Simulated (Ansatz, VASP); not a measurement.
**KZnWO4: VASP beside Ansatz**

```
K Zn W O
1.0
     0.00000    4.34907    4.34907
     4.34907    0.00000    4.34907
     4.34907    4.34907    0.00000
K Zn W O
1 1 1 4
Direct
  0.25000 0.25000 0.25000
  0.00000 0.00000 0.00000
  0.75000 0.75000 0.75000
  0.87006 0.87006 0.38981
  0.38981 0.87006 0.87006
  0.87006 0.87006 0.87006
  0.87006 0.38981 0.87006
```

Alike in both runs: functional PBE; k mesh 4 × 4 × 4; occupations gaussian, width 0.1 eV; no spin polarisation.

Ansatz relaxed the structure, and its values are those at the end. VASP's run is a single point on that final structure, the one shown.

|  | VASP | Ansatz |
| --- | --- | --- |
| version | VASP 6.6.1 | Ansatz 0.2.0 |
| potentials or method | VASP PAW PBE potentials, release 64 (K_sv, Zn, W_sv, O_h), cutoff 1340 eV | scalar-relativistic, plane waves, PAW |
| valence electrons in the cell | 59 | 59 |

VASP gave:

```
gap on the k mesh at the Fermi level (eV) : none
pressure (GPa)                            : 1.0
rms of the force components (eV/Å)        : 0.070
```

Task: Which values does Ansatz return?

Result: gap on the k mesh at the Fermi level (eV): none; pressure (GPa): 0.2; rms of the force components (eV/Å): 0.024.

A gap of «none» marks a metal or a gap that the smearing closes. The functional is the same, so the differences come from potentials, cutoffs and numerics.

Spin-orbit coupling is off throughout.
